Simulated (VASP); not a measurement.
# HfSiO4 (P-4m2) in VASP: relaxation of cell and atoms with r2SCAN

Aim: the relaxation of cell and atoms of HfSiO4 with r2SCAN.

Everything below comes from runs of VASP 6.6.1. Logs are shortened: lines on timing, memory, paths and dates and some standing lists are left out, and cuts for length are marked.

## (1) The cell of the first run

It takes space group P-4m2 (No. 115, tetragonal). Conventional cell: a = 3.316 Å, b = 3.316 Å, c = 5.769 Å, α = 90.00°, β = 90.00°, γ = 90.00°. Within 2.6 Å of Hf (site symmetry -4m2) lie 4 O at 1.94 Å. Within 2.4 Å of Si (site symmetry -4m2) lie 4 O at 1.80 Å. Within 2.6 Å of O (site symmetry 2mm) lie 2 Hf at 1.94 Å and 2 Si at 2.50 Å and 1 O at 2.58 Å. O (site symmetry 2mm) has 2 Si at 1.80 Å within 2.4 Å.

## (2) Relaxation of cell and atoms, r2SCAN

POSCAR reads:

```
HfSiO4
1.0
    3.3161167676      0.0000000000      0.0000000000
    0.0000000000      3.3161167676      0.0000000000
    0.0000000000      0.0000000000      5.7690042030
Hf Si O
1 1 4
Direct
    0.5000000000      0.5000000000      0.5000000000
    0.0000000000      0.0000000000      0.0000000000
    0.5000000000      0.0000000000      0.6754318928
    0.0000000000      0.5000000000      0.8776218056
    0.0000000000      0.5000000000      0.3245681072
    0.5000000000      0.0000000000      0.1223781944
```

INCAR.step1 reads:

```
  ALGO = Normal
  EDIFF = 1E-4
  ENCUT = 600
  GGA = PE
  ISMEAR = -1
  LASPH = True
  LCHARG = False
  LREAL = False
  LWAVE = True
  NELM = 60
  PREC = Accurate
  SIGMA = 0.02
```

INCAR.step2 reads:

```
  ALGO = Normal
  EDIFF = 1E-6
  EDIFFG = -0.005
  ENCUT = 600
  IBRION = 2
  ISIF = 3
  ISMEAR = -1
  ISTART = 1
  LASPH = True
  LCHARG = False
  LMIXTAU = True
  LREAL = False
  LWAVE = False
  METAGGA = R2SCAN
  NELM = 60
  NSW = 80
  PREC = Accurate
  SIGMA = 0.02
```

KPOINTS reads:

```
k-points
0
Gamma
  8 8 4
```

Potentials or basis: VASP PAW PBE potentials, release 64 (Hf_pv, Si, O).

On the command line:

```bash
cat potpaw_PBE.64/Hf_pv/POTCAR potpaw_PBE.64/Si/POTCAR potpaw_PBE.64/O/POTCAR > POTCAR
cp INCAR.step1 INCAR
mpirun -np 1 vasp_std > vasp.out
cp INCAR.step2 INCAR
mpirun -np 1 vasp_std > vasp.out
```

OUTCAR:

```text
EDIFF = 1E-6
   EDIFFG = -0.005
   ENCUT = 600
   IBRION = 2
   ISIF = 3
   ISMEAR = -1
   ISTART = 1
   LASPH = True
   LREAL = False
   METAGGA = R2SCAN
   NELM = 60
   NSW = 80
   PREC = Accurate

 ion  position               nearest neighbor table
   1  0.500  0.500  0.500-   3 1.94   5 1.94   3 1.94   5 1.94   4 2.74   6 2.74   4 2.74   6 2.74

   2  0.000  0.000  0.000-   4 1.80   6 1.80   4 1.80   6 1.80   5 2.50   5 2.50   3 2.50   3 2.50

   3  0.500  0.000  0.675-   1 1.94   1 1.94   2 2.50   2 2.50
   4  0.000  0.500  0.878-   2 1.80   2 1.80   1 2.74   1 2.74
   5  0.000  0.500  0.325-   1 1.94   1 1.94   2 2.50   2 2.50
   6  0.500  0.000  0.122-   2 1.80   2 1.80   1 2.74   1 2.74

  LATTYP: Found a simple tetragonal cell.
 ALAT       =     3.3161167676
 C/A-ratio  =     1.7396866900

  Lattice vectors:

 A1 = (   3.3161167676,   0.0000000000,   0.0000000000)
 A2 = (   0.0000000000,   3.3161167676,   0.0000000000)
 A3 = (   0.0000000000,   0.0000000000,   5.7690042030)

Analysis of symmetry for initial positions (statically):
=====================================================================
 Subroutine PRICEL returns:
 Original cell was already a primitive cell.

 Routine SETGRP: Setting up the symmetry group for a
 simple tetragonal supercell.

 Subroutine GETGRP returns: Found  8 space group operations
 (whereof  8 operations were pure point group operations)
 out of a pool of 16 trial point group operations.

The static configuration has the point symmetry D_2d.

Analysis of symmetry for dynamics (positions and initial velocities):
=====================================================================
 Subroutine PRICEL returns:
 Original cell was already a primitive cell.

 Routine SETGRP: Setting up the symmetry group for a
 simple tetragonal supercell.

 Subroutine GETGRP returns: Found  8 space group operations
 (whereof  8 operations were pure point group operations)
 out of a pool of 16 trial point group operations.

The dynamic configuration has the point symmetry D_2d.

 Subroutine INISYM returns: Found  8 space group operations
 (whereof  8 operations are pure point group operations),
 and found     1 'primitive' translations

----------------------------------------------------------------------------------------

                                     Primitive cell

  volume of cell :      63.4396

  direct lattice vectors                    reciprocal lattice vectors
     3.316116768  0.000000000  0.000000000     0.301557536  0.000000000  0.000000000
     0.000000000  3.316116768  0.000000000     0.000000000  0.301557536  0.000000000
     0.000000000  0.000000000  5.769004203     0.000000000  0.000000000  0.173340141

  length of vectors
     3.316116768  3.316116768  5.769004203     0.301557536  0.301557536  0.173340141

  position of ions in fractional coordinates (direct lattice)
     0.500000000  0.500000000  0.500000000
     0.000000000  0.000000000  0.000000000
     0.500000000  0.000000000  0.675431893
     0.000000000  0.500000000  0.877621806
     0.000000000  0.500000000  0.324568107
     0.500000000  0.000000000  0.122378194

  ion indices of the primitive-cell ions
   primitive index   ion index
                 1           1
                 2           2
                 3           3
                 4           4
                 5           5
                 6           6

----------------------------------------------------------------------------------------

 KPOINTS: k-points

Automatic generation of k-mesh.
 Grid dimensions read from file:
 generate k-points for:    8    8    4

 Generating k-lattice:

  Cartesian coordinates                     Fractional coordinates (reciprocal lattice)
     0.037694692  0.000000000  0.000000000     0.125000000  0.000000000  0.000000000
     0.000000000  0.037694692  0.000000000     0.000000000  0.125000000  0.000000000
     0.000000000  0.000000000  0.043335035     0.000000000  0.000000000  0.250000000

  Length of vectors
     0.037694692  0.037694692  0.043335035

  Shift w.r.t. Gamma in fractional coordinates (k-lattice)
     0.000000000  0.000000000  0.000000000

 Subroutine IBZKPT returns following result:
 ===========================================

 Found     45 irreducible k-points:

 Following reciprocal coordinates:
            Coordinates               Weight
  0.000000  0.000000  0.000000      1.000000
  0.125000  0.000000  0.000000      4.000000
  0.250000  0.000000  0.000000      4.000000
  0.375000  0.000000  0.000000      4.000000
  0.500000  0.000000  0.000000      2.000000
  0.125000  0.125000  0.000000      4.000000
[... 16 lines left out ...]
  0.375000  0.125000  0.250000     16.000000
  0.500000  0.125000  0.250000      8.000000
 [... further k-points ...]
   k-points           NKPTS =     45   k-points in BZ     NKDIM =     45   number of bands    NBANDS=     23
   number of dos      NEDOS =    301   number of ions     NIONS =      6
   total plane-waves  NPLWV =  37632
   dimension x,y,z NGX =    28 NGY =   28 NGZ =   48
   dimension x,y,z NGXF=    56 NGYF=   56 NGZF=   96
   ions per type =               1   1   4
   NGX,Y,Z   is equivalent  to a cutoff of  14.04, 14.04, 13.83 a.u.
   NGXF,Y,Z  is equivalent  to a cutoff of  28.07, 28.07, 27.66 a.u.
 SYSTEM =  unknown system
   PREC   = accura    normal or accurate (medium, high low for compatibility)
   ISTART =      1    job   : 0-new  1-cont  2-samecut
   ICHARG =      0    charge: 1-file 2-atom 10-const
   ISPIN  =      1    spin polarized calculation?
   LNONCOLLINEAR =      F non collinear calculations
   LSORBIT =      F    spin-orbit coupling
   LASPH  =      T    aspherical Exc in radial PAW
   ENCUT  =  600.0 eV  44.10 Ry    6.64 a.u.   6.62  6.62 11.52*2*pi/ulx,y,z
   NELM   =     60;   NELMIN=  2; NELMDL=  0     # of ELM steps
   EDIFF  = 0.1E-05   stopping-criterion for ELM
   LREAL  =      F    real-space projection
   EDIFFG = -.5E-02   stopping-criterion for IOM
   NSW    =     80    number of steps for IOM
   IBRION =      2    ionic relax: 0-MD 1-quasi-New 2-CG
   NFREE  =      1    steps in history (QN), initial steepest desc. (CG)
   ISIF   =      3    stress and relaxation
   ISYM   =      2    0-nonsym 1-usesym 2-fastsym
   POTIM  = 0.5000    time-step for ionic-motion
   TEBEG  =    0.0;   TEEND  =   0.0 temperature during run
   PSTRESS=    0.0 pullay stress
   NELECT =      38.0000    total number of electrons
   NUPDOWN=      -1.0000    fix difference up-down
   EMIN   =  10.00;   EMAX   =-10.00  energy-range for DOS
   EFERMI =   0.00;   METHOD = LEGACY
   ISMEAR =    -1;   SIGMA  =   0.02  broadening in eV -4-tet -1-fermi 0-gaus
   EFERMI_NEDOS =   21; number of points for ismear=-14 and -15
   IALGO  =     38    algorithm
   IMIX   =      4    mixing-type and parameters
     AMIX     =   0.40;   BMIX     =  1.00
     AMIX_MAG =   1.60;   BMIX_MAG =  1.00
  volume/ion in A,a.u.               =      10.57        71.35
  Fermi-wavevector in a.u.,A,eV,Ry     =   1.380011  2.607843 25.911347  1.904430
  Thomas-Fermi vector in A             =   2.504928
   LORBIT       =      0    0 simple, 1 ext, 2 COOP (PROOUT), +10 PAW based schemes
   METAGGA = R2SCAN    functional components
   LHFCALC =     F    Hartree Fock is set to
   AEXX    =    0.0000 exact exchange contribution
   IVDW    =     0    specifies the selected vdW correction
   LEPSILON=     F    determine dielectric tensor
   LRPA    =     F    only Hartree local field effects (RPA)
 conjugate gradient relaxation of ions
 non-spin polarized calculation
  energy-cutoff  :      600.00
  volume of cell :       63.44
 maximum number of plane-waves:      2137
 NGX is ok and might be reduce to    28
   NGX = 13   NGY = 13   NGZ = 23

--------------------------------------- Ionic step        1  -------------------------------------------

 number of electron      38.0000017 magnetization

 Free energy of the ion-electron system (eV)
  ---------------------------------------------------
  ext. energy  EPLUGINS =         0.00000000
  ---------------------------------------------------
  free energy    TOTEN  =       -95.00858838 eV

  energy without entropy =      -95.00858838  energy(sigma->0) =      -95.00858838

------------------------ aborting loop because EDIFF is reached ----------------------------------------

  FORCE on cell =-STRESS in cart. coord.  units (eV):
  Direction    XX          YY          ZZ          XY          YZ          ZX
  --------------------------------------------------------------------------------------
  -------------------------------------------------------------------------------------
  Total       -3.3456431     -3.3456431     -2.9144139      0.0000000      0.0000000      0.0000000
  in kB      -84.4947461    -84.4947461    -73.6039849      0.0000000      0.0000000      0.0000000
  external PRESSURE =     -80.8644924 kB  Pullay stress =       0.0000000 kB
[... 101 lines left out ...]
  FREE ENERGIE OF THE ION-ELECTRON SYSTEM (eV)
  ---------------------------------------------------
  free  energy   TOTEN  =       -95.0625284900 eV

  energy  without entropy=      -95.0625284900  energy(sigma->0) =      -95.06252849

[... ionic steps 4 to 16 ...]

--------------------------------------- Ionic step       17  -------------------------------------------

 number of electron      38.0000019 magnetization

------------------------ aborting loop because EDIFF is reached ----------------------------------------

  FORCE on cell =-STRESS in cart. coord.  units (eV):
  Direction    XX          YY          ZZ          XY          YZ          ZX
  --------------------------------------------------------------------------------------
  -------------------------------------------------------------------------------------
  Total       -0.0121003     -0.0121003     -0.0029311      0.0000000      0.0000000      0.0000000
  in kB       -0.3207256     -0.3207256     -0.0776915      0.0000000      0.0000000      0.0000000
  external PRESSURE =      -0.2397142 kB  Pullay stress =       0.0000000 kB
[... 65 lines left out ...]
  energy  without entropy=      -95.0719459018  energy(sigma->0) =      -95.07194590

--------------------------------------- Ionic step       19  -------------------------------------------

 number of electron      38.0000019 magnetization

 Free energy of the ion-electron system (eV)
  ---------------------------------------------------
  ext. energy  EPLUGINS =         0.00000000
  ---------------------------------------------------
  free energy    TOTEN  =       -95.07195016 eV

  energy without entropy =      -95.07195016  energy(sigma->0) =      -95.07195016

 E-fermi :   4.6612     XC(G=0): -12.2629

 val. band max:        4.1667166197   @ k =   0.5000   0.5000   0.5000
 cond. band min:       7.3489495181   @ k =   0.0000   0.0000   0.0000
 fundamental gap:      3.1822328983
 Fermi energy:         4.6611570809

 k-point     1 :       0.0000    0.0000    0.0000
  band No.  band energies     occupation
      1     -25.6785      2.00000
      2     -25.3358      2.00000
      3     -25.3358      2.00000
      4     -16.3075      2.00000
      5     -14.0081      2.00000
      6     -13.5485      2.00000
[... 613 lines left out ...]
     22      10.9665      0.00000
     23      12.0176      0.00000

 [... further k-points ...]

------------------------ aborting loop because EDIFF is reached ----------------------------------------

  FORCE on cell =-STRESS in cart. coord.  units (eV):
  Direction    XX          YY          ZZ          XY          YZ          ZX
  --------------------------------------------------------------------------------------
  -------------------------------------------------------------------------------------
  Total        0.0096990      0.0096990     -0.0066169      0.0000000      0.0000000     -0.0000000
  in kB        0.2571102      0.2571102     -0.1754063      0.0000000      0.0000000     -0.0000000
  external PRESSURE =       0.1129380 kB  Pullay stress =       0.0000000 kB
[... 21 lines left out ...]
  FREE ENERGIE OF THE ION-ELECTRON SYSTEM (eV)
  ---------------------------------------------------
  free  energy   TOTEN  =       -95.0719501617 eV

  energy  without entropy=      -95.0719501617  energy(sigma->0) =      -95.07195016

 reached required accuracy - stopping structural energy minimisation
```

It took 44 min on 1 thread of Intel Xeon Platinum 8259CL at 2.50GHz (Skylake/Cascade Lake), shared host; peak memory 0.27 GiB.

Results:

```
Free energy                            : -95.0720 eV
Relaxed volume                         : 10.07 Å³/atom
Relaxed cell                           : a = 3.293 Å, b = 3.293 Å, c = 5.573 Å, α = 90.00°, β = 90.00°, γ = 90.00°
Space group after relaxing (to 0.05 Å) : P-4m2 (No. 115)
Energy gained by relaxing              : 10.6 meV/atom
Ionic steps                            : 19
Pressure after relaxing                : 0.0 GPa
Largest force after relaxing           : 0.003 eV/Å
Band gap on the k mesh                 : 3.18 eV, indirect (least direct gap 3.36 eV)
```

Forces in eV/Å, atoms in the order of the input:
```
Hf   0.000  0.000  0.000
Si   0.000  0.000  0.000
O    0.000  0.000  0.003
O    0.000  0.000 -0.003
O    0.000  0.000 -0.003
O    0.000  0.000  0.003
```

Step by step:
```csv
step,energy change (eV),largest force (eV/Å),pressure (GPa),volume (Å³)
1,0.0000,0.4655,-8.09,63.44
2,0.0917,1.2498,14.69,58.66
3,-0.0539,0.1353,-0.34,61.57
4,-0.0539,0.1472,-0.19,61.54
5,-0.0561,0.0636,-0.09,61.36
6,-0.0564,0.1929,0.12,61.07
7,-0.0568,0.1358,0.04,61.19
8,-0.0588,0.1131,-0.18,61.09
9,-0.0623,0.0758,-0.71,60.78
10,-0.0626,0.0851,0.92,60.33
11,-0.0631,0.0246,0.18,60.53
12,-0.0633,0.0270,0.14,60.50
13,-0.0633,0.0378,0.11,60.47
14,-0.0633,0.0132,-0.31,60.52
15,-0.0633,0.0163,-0.10,60.50
16,-0.0633,0.0085,-0.15,60.50
17,-0.0634,0.0083,-0.02,60.45
18,-0.0634,0.0062,-0.03,60.46
19,-0.0634,0.0035,0.01,60.44
```

Final structure:
```
Hf Si O
1.0
     3.29324    0.00000    0.00000
     0.00000    3.29324    0.00000
     0.00000    0.00000    5.57278
Hf Si O
1 1 4
Direct
  0.50000 0.50000 0.50000
  0.00000 0.00000 0.00000
  0.50000 0.00000 0.67858
  0.00000 0.50000 0.87219
  0.00000 0.50000 0.32142
  0.50000 0.00000 0.12781
```

Caveat: the PAW data sets were made with another functional, which shifts forces and pressure a little; spin-orbit coupling is left out, which moves the levels of the heavy elements. r2SCAN opens gaps a little over a GGA but as a rule still falls short of measured ones.
